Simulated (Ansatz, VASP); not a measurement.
## SiNi2 in VASP and in Ansatz

```
CELL_PARAMETERS angstrom
3.86846 0.00000 0.00000
-1.93423 3.35019 0.00000
0.00000 0.00000 4.91699
ATOMIC_POSITIONS crystal
Si 0.33333 0.66667 0.75000
Si 0.66667 0.33333 0.25000
Ni 0.00000 0.00000 0.00000
Ni 0.00000 0.00000 0.50000
Ni 0.33333 0.66667 0.25000
Ni 0.66667 0.33333 0.75000
```

Alike in both runs: functional PBEsol; k mesh 12 × 12 × 8; occupations gaussian, width 0.1 eV; no spin polarisation.

Ansatz relaxed the structure, and its values are those at the end. VASP's run is a single point on that final structure, the one shown.

|  | VASP | Ansatz |
| --- | --- | --- |
| version | VASP 6.6.1 | Ansatz 0.2.0 |
| potentials or method | VASP PAW PBE potentials, release 64 (Si, Ni), cutoff 520 eV | scalar-relativistic, plane waves, PAW |
| valence electrons in the cell | 48 | 80 |

```csv
,VASP,Ansatz,Ansatz less VASP
gap on the k mesh at the Fermi level (eV),none,none,-
pressure (GPa),0.3,0.0,-0.31
```

VASP's potentials were made for PBE, not for PBEsol. A gap of «none» marks a metal or a gap that the smearing closes. The functional is the same, so the differences come from potentials, cutoffs and numerics. VASP's potentials hold 48 valence electrons a cell and Ansatz's 80, so a difference there can come from the potentials and not from the codes.
